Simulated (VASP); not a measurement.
# MgI2 in VASP: further runs

MgI2 is run at these levels: PBE+D3(BJ); tasks: single point, relaxation of the atoms.

Everything below comes from runs of VASP 6.6.1. Logs are shortened: lines on timing, memory, paths and dates and some standing lists are left out, and cuts for length are marked.

### Step 1. The cell of the first run

The cell holds a slab with vacuum, 3 atoms: a = 4.138 Å, b = 4.138 Å, c = 21.364 Å, α = 90.00°, β = 90.00°, γ = 120.00°.

### Step 2. Single point, PBE+D3(BJ)

The input, INCAR:

```
  ALGO = Normal
  DIPOL = 0.5 0.5 0.500
  EDIFF = 1E-7
  ENCUT = 520
  GGA = PE
  IDIPOL = 3
  ISIF = 2
  ISMEAR = 0
  IVDW = 12
  LASPH = True
  LCHARG = True
  LDIPOL = True
  LELF = True
  LREAL = False
  LVACPOTAV = True
  LVHAR = True
  LWAVE = False
  NBANDS = 15
  NELM = 60
  PREC = Accurate
  SIGMA = 0.05
```

The input, KPOINTS:

```
k-points
0
Gamma
  24 24 1
```

The input, POSCAR:

```
MgI2
1.0
    4.1376793489      0.0000000000      0.0000000000
   -2.0688396744      3.5833354288      0.0000000000
    0.0000000000      0.0000000000     21.3639861343
I Mg
2 1
Direct
    0.3333333333      0.6666666667      0.4212696986
    0.6666666667      0.3333333333      0.5787303014
    0.0000000000      0.0000000000      0.4999999951
```

Potentials or basis: VASP PAW PBE potentials, release 64 (I, Mg).

On the command line:

```console
cat potpaw_PBE.64/I/POTCAR potpaw_PBE.64/Mg/POTCAR > POTCAR
mpirun -np 1 vasp_std > vasp.out
```

OUTCAR:

```text
EDIFF = 1E-7
   ENCUT = 520
   GGA = PE
   ISIF = 2
   ISMEAR = 0
   IVDW = 12
   LASPH = True
   LREAL = False
   NELM = 60
   PREC = Accurate
 IVDW          = 12

 ion  position               nearest neighbor table
   1  0.333  0.667  0.421-   3 2.92   3 2.92   3 2.92
   2  0.667  0.333  0.579-   3 2.92   3 2.92   3 2.92
   3  0.000  0.000  0.500-   1 2.92   1 2.92   1 2.92   2 2.92   2 2.92   2 2.92

  LATTYP: Found a hexagonal cell.
 ALAT       =     4.1376793489
 C/A-ratio  =     5.1632773671

  Lattice vectors:

 A1 = (   4.1376793489,   0.0000000000,   0.0000000000)
 A2 = (  -2.0688396744,   3.5833354288,   0.0000000000)
 A3 = (   0.0000000000,   0.0000000000,  21.3639861343)

Analysis of symmetry for initial positions (statically):
=====================================================================
 Subroutine PRICEL returns:
 Original cell was already a primitive cell.

 Routine SETGRP: Setting up the symmetry group for a
 hexagonal supercell.

 Subroutine GETGRP returns: Found 12 space group operations
 (whereof 12 operations were pure point group operations)
 out of a pool of 24 trial point group operations.

The static configuration has the point symmetry D_3d.

Analysis of symmetry for dynamics (positions and initial velocities):
=====================================================================
 Subroutine PRICEL returns:
 Original cell was already a primitive cell.

 Routine SETGRP: Setting up the symmetry group for a
 hexagonal supercell.

 Subroutine GETGRP returns: Found 12 space group operations
 (whereof 12 operations were pure point group operations)
 out of a pool of 24 trial point group operations.

The dynamic configuration has the point symmetry D_3d.

 Subroutine INISYM returns: Found 12 space group operations
 (whereof 12 operations are pure point group operations),
 and found     1 'primitive' translations

----------------------------------------------------------------------------------------

                                     Primitive cell

  volume of cell :     316.7573

  direct lattice vectors                    reciprocal lattice vectors
     4.137679349  0.000000000  0.000000000     0.241681367  0.139534802  0.000000000
    -2.068839674  3.583335429  0.000000000     0.000000000  0.279069604  0.000000000
     0.000000000  0.000000000 21.363986134     0.000000000  0.000000000  0.046807744

  length of vectors
     4.137679349  4.137679349 21.363986134     0.279069604  0.279069604  0.046807744

  position of ions in fractional coordinates (direct lattice)
     0.333333333  0.666666667  0.421269699
     0.666666667  0.333333333  0.578730301
     0.000000000  0.000000000  0.499999995

[... 96 lines left out ...]
     AMIX     =   0.40;   BMIX     =  1.00
     AMIX_MAG =   1.60;   BMIX_MAG =  1.00
  volume/ion in A,a.u.               =     105.59       712.53
  Fermi-wavevector in a.u.,A,eV,Ry     =   0.605163  1.143593  4.982762  0.366223
  Thomas-Fermi vector in A             =   1.658785
   LORBIT       =      0    0 simple, 1 ext, 2 COOP (PROOUT), +10 PAW based schemes
   GGA     = PE    functional components
   LHFCALC =     F    Hartree Fock is set to
   AEXX    =    0.0000 exact exchange contribution
   IVDW    =    12    specifies the selected vdW correction
   LEPSILON=     F    determine dielectric tensor
   LRPA    =     F    only Hartree local field effects (RPA)
 non-spin polarized calculation
 Gauss-broadening in eV      SIGMA  =   0.05
  energy-cutoff  :      520.00
  volume of cell :      316.76
 maximum number of plane-waves:      8593
 NGX is ok and might be reduce to    32
   NGX = 15   NGY = 15   NGZ = 79

 number of electron      16.0000001 magnetization

 dipolmoment           0.000000      0.000000      0.000000 electrons x Angstroem

 Free energy of the ion-electron system (eV)
  ---------------------------------------------------
  ext. energy  EPLUGINS =         0.00000000
  ---------------------------------------------------
  free energy    TOTEN  =        -7.72376596 eV

  energy without entropy =       -7.72376596  energy(sigma->0) =       -7.72376596

 E-fermi :  -3.3157     XC(G=0):  -3.0725

 val. band max:       -3.5744648366   @ k =   0.0000   0.0000   0.0000
 cond. band min:       0.0492610552   @ k =   0.5000  -0.0000   0.0000
 fundamental gap:      3.6237258919
 Fermi energy:        -3.3156657059

 k-point     1 :       0.0000    0.0000    0.0000
  band No.  band energies     occupation
      1     -15.4823      2.00000
      2     -14.9621      2.00000
      3      -6.6307      2.00000
      4      -4.3038      2.00000
      5      -3.8455      2.00000
      6      -3.8455      2.00000
      7      -3.5745      2.00000
      8      -3.5745      2.00000
      9       0.4900      0.00000
     10       1.3572      0.00000
     11       2.4137      0.00000
     12       2.4288      0.00000
     13       3.1657      0.00000
     14       3.1714      0.00000
[... 401 lines left out ...]
      2     -14.6598      2.00000
      3      -7.0920      2.00000
      4      -6.4757      2.00000
      5      -4.9982      2.00000
      6      -4.8047      2.00000
      7      -4.3070      2.00000
      8      -4.0783      2.00000
      9       0.1091      0.00000
     10       1.9321      0.00000
     11       2.0858      0.00000
     12       2.9647      0.00000
     13       3.7609      0.00000
     14       4.6829      0.00000
     15       5.0495      0.00000

 [... further k-points ...]

------------------------ aborting loop because EDIFF is reached ----------------------------------------

 Edisp (eV)   -0.70358

 E8    (eV) :    -0.3325

  FORCE on cell =-STRESS in cart. coord.  units (eV):
  Direction    XX          YY          ZZ          XY          YZ          ZX
  --------------------------------------------------------------------------------------
  -------------------------------------------------------------------------------------
  Total      -0.11444    -0.11444    -0.07599    -0.00000     0.00000     0.00000
  in kB      -0.57886    -0.57886    -0.38437    -0.00000     0.00000     0.00000
  external pressure =       -0.51 kB  Pullay stress =        0.00 kB

 VOLUME and BASIS-vectors are now :
 -----------------------------------------------------------------------------
  energy-cutoff  :      520.00
  volume of cell :      316.76
      direct lattice vectors                 reciprocal lattice vectors
     4.137679349  0.000000000  0.000000000     0.241681367  0.139534802  0.000000000
    -2.068839674  3.583335429  0.000000000     0.000000000  0.279069604  0.000000000
     0.000000000  0.000000000 21.363986134     0.000000000  0.000000000  0.046807744

 POSITION                                       TOTAL-FORCE (eV/Angst)
 -----------------------------------------------------------------------------------
     -0.00000      2.38889      9.00000         0.000000      0.000000      0.020898
      2.06884      1.19445     12.36399        -0.000000      0.000000     -0.020898
      0.00000      0.00000     10.68199        -0.000000      0.000000     -0.000000
 -----------------------------------------------------------------------------------
    total drift:                                0.000000     -0.000000      0.000005

  FREE ENERGIE OF THE ION-ELECTRON SYSTEM (eV)
  ---------------------------------------------------
  free  energy   TOTEN  =        -8.4273486504 eV

  energy  without entropy=       -8.4273486504  energy(sigma->0) =       -8.42734865

 vacuum level on the upper side and lower side of the slab         2.778         2.778
```

OSZICAR:

```text
N       E                     dE             d eps       ncg     rms          rms(c)
DAV:   1     0.105947567155E+03    0.10595E+03   -0.44511E+03  1830   0.720E+02
DAV:   2     0.550971000458E+01   -0.10044E+03   -0.91571E+02  3105   0.116E+02
DAV:   3    -0.744158790037E+01   -0.12951E+02   -0.12838E+02  2404   0.512E+01
[... 16 lines left out ...]
DAV:  20    -0.772376496901E+01   -0.39758E-06   -0.28591E-08  1968   0.569E-04    0.203E-04
DAV:  21    -0.772376535129E+01   -0.38228E-06   -0.36998E-09  2091   0.252E-04    0.232E-04
DAV:  22    -0.772376578329E+01   -0.43200E-06   -0.54372E-09  1902   0.231E-04    0.811E-05
DAV:  23    -0.772376591018E+01   -0.12689E-06   -0.14742E-09  1881   0.115E-04    0.365E-05
DAV:  24    -0.772376595731E+01   -0.47135E-07   -0.39563E-10  1832   0.597E-05
   1 F= -.84273487E+01 E0= -.84273487E+01  d E =-.613556E-15
```

stdout:

```text
POSCAR found type information on POSCAR I Mg
 POSCAR found :  2 types and       3 ions
 scaLAPACK will be used
 LDA part: xc-table for (Slater+PW92), standard interpolation
 POSCAR, INCAR and KPOINTS ok, starting setup
 FFT: planning ... GRIDC
 FFT: planning ... GRID_SOFT
 FFT: planning ... GRID
 WAVECAR not read
 entering main loop
 -----------------------------------------------------------------------------
|                                                                             |
|           W    W    AA    RRRRR   N    N  II  N    N   GGGG   !!!           |
|           W    W   A  A   R    R  NN   N  II  NN   N  G    G  !!!           |
|           W    W  A    A  R    R  N N  N  II  N N  N  G       !!!           |
|           W WW W  AAAAAA  RRRRR   N  N N  II  N  N N  G  GGG   !            |
|           WW  WW  A    A  R   R   N   NN  II  N   NN  G    G                |
|           W    W  A    A  R    R  N    N  II  N    N   GGGG   !!!           |
|                                                                             |
|     Did not find any points to average over, which means that no vacuum     |
|     field-free region was found. Please increase the size of  your cell     |
|     in the dimension of the dipole correction to obtain accurate            |
|     workfunction values.                                                    |
|                                                                             |
 -----------------------------------------------------------------------------
```

Run time: 9.4 min. Hardware: 1 thread of Intel Xeon Platinum 8488C (Sapphire Rapids), shared host; peak memory 0.62 GiB.

Results:

- Free energy: -8.4273 eV
- Largest force: 0.021 eV/Å
- Band gap on the k mesh: 3.62 eV (least direct gap 4.06 eV)
- Dispersion energy per atom: -0.235 eV

Forces on the atoms (eV/Å):
```
I    0.000  0.000  0.021
I    0.000  0.000 -0.021
Mg   0.000  0.000  0.000
```

Levels at points of the mesh, in eV from the valence-band top:
```
           k point  band 5  band 6  band 7  band 8  band 9  band 10  band 11  band 12
(0.00, 0.00, 0.00)   -0.27   -0.27    0.00    0.00    4.06     4.93     5.99     6.00
(0.50, 0.00, 0.00)   -1.42   -1.17   -0.75   -0.47    3.62     5.45     5.61     6.52
```

Caveat: spin-orbit coupling is left out, which moves the levels of the heavy elements.

### Step 3. Relaxation of the atoms, PBE+D3(BJ)

The input, INCAR:

```
SYSTEM = MgI2
  PREC = Accurate
  ENCUT = 520
  EDIFF = 1E-7
  ISMEAR = 0
  SIGMA = 0.05
  LREAL = .FALSE.
  LASPH = .TRUE.
  NELM = 80
  ALGO = Normal
  ISIF = 2
  LWAVE = .FALSE.
  LCHARG = .FALSE.
  LDIPOL = .TRUE.
  IDIPOL = 3
  DIPOL = 0.5 0.5 0.500
  GGA = PE
  IVDW = 12
  IBRION = 2
  NSW = 60
  EDIFFG = -0.04
```

The input, KPOINTS:

```
regular mesh
0
G
  9 9 1
  0 0 0
```

POSCAR is that of step 2.

Potentials or basis: VASP PAW PBE potentials, release 64 (I, Mg).

On the command line:

```console
cat potpaw_PBE.64/I/POTCAR potpaw_PBE.64/Mg/POTCAR > POTCAR
mpirun -np 1 vasp_std > vasp.out
```

It took 1.8 min on 1 thread of Intel Xeon Platinum 8488C (Sapphire Rapids), shared host; peak memory 0.42 GiB.

It converged, with:

| Quantity | Value |
| --- | --- |
| Free energy | -8.4273 eV |
| Largest force after relaxing | 0.021 eV/Å |
| Band gap on the k mesh | 3.68 eV (least direct gap 4.06 eV) |
| Dispersion energy per atom | -0.235 eV |

Forces on the atoms (eV/Å):
```
I    0.000  0.000  0.021
I    0.000  0.000 -0.021
Mg   0.000  0.000  0.000
```

Final structure:
```
I Mg
1.0
     4.13768    0.00000    0.00000
    -2.06884    3.58334    0.00000
     0.00000    0.00000   21.36399
I Mg
2 1
Cartesian
  0.0000 2.3889 9.0000
  2.0688 1.1944 12.3640
  0.0000 0.0000 10.6820
```

Levels at points of the mesh, in eV from the valence-band top:
| k point | band 6 | band 7 | band 8 | band 9 | band 10 | band 11 |
| --- | --- | --- | --- | --- | --- | --- |
| (0.00, 0.00, 0.00) | -0.27 | 0.00 | 0.00 | 4.06 | 4.93 | 5.99 |

Caveat: the relaxation stopped at its first step, so nothing moved; spin-orbit coupling is left out, which moves the levels of the heavy elements.
